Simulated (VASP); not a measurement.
Here is a VASP 6.6.1 calculation.

Contents of INCAR:

```
SYSTEM = Al3H
ALGO     = Normal         ! electronic algorithm
EDIFF    = 1E-6           ! SCF threshold, eV
ENCUT    = 520            ! plane-wave cutoff, eV
GGA      = PE             ! functional
ISIF     = 2              ! what is computed and relaxed
ISMEAR   = 0              ! smearing method
LASPH    = .TRUE.         ! aspherical terms in the spheres
LCHARG   = .FALSE.        ! write CHGCAR
LREAL    = .FALSE.        ! projectors in reciprocal space
LWAVE    = .FALSE.        ! write WAVECAR
NBANDS   = 20             ! bands
NELM     = 80             ! most SCF steps
PREC     = Accurate       ! precision mode
SIGMA    = 0.1            ! smearing width, eV
```

The input KPOINTS:

```
k-points
0
G
  8 8 8
  0 0 0
```

Contents of POSCAR:

```
Al3H
1.0
    4.6351651809      0.0000000000      0.3029096090
    0.0000000000      5.6604501915      0.0000000000
   -0.3221362606      0.0000000000      4.7073877605
Al H
6 2
Direct
    1.0000674472      0.0000000000      0.5798544472
    0.9986812971      0.5000000000      0.5805491365
    0.5516437207      0.0000000000      0.9847482839
    0.4501161231      0.5000000000      0.9844960723
    0.4990871070      0.7500642194      0.4777072379
    0.4990871070      0.2499357806      0.4777072379
    0.0648691000      0.5000000000      0.9575718469
    0.9365818194      0.0000000000      0.9572310278
```

Potentials or basis: VASP PAW PBE potentials, release 64 (Al, H).

Run with:

```bash
$ cat potpaw_PBE.64/Al/POTCAR potpaw_PBE.64/H/POTCAR > POTCAR
$ mpirun -np 1 vasp_std > vasp.out
```

Question: Estimate the band gap on the k mesh.

Answer: Zero (bands 10 and 11 overlap by 3.83 eV).

Question: Predict the pressure.

Answer: -0.1 GPa.

Question: What does it give for the largest force?

Answer: 0.006 eV/Å.

Forces in eV/Å, atoms in the order of the input:
```
Al   0.000  0.000  0.004
Al   0.001  0.000  0.004
Al   0.005  0.000  0.001
Al  -0.006  0.000  0.000
Al   0.001  0.000 -0.002
Al   0.001  0.000 -0.002
H    0.002  0.000 -0.003
H   -0.003  0.000 -0.003
```
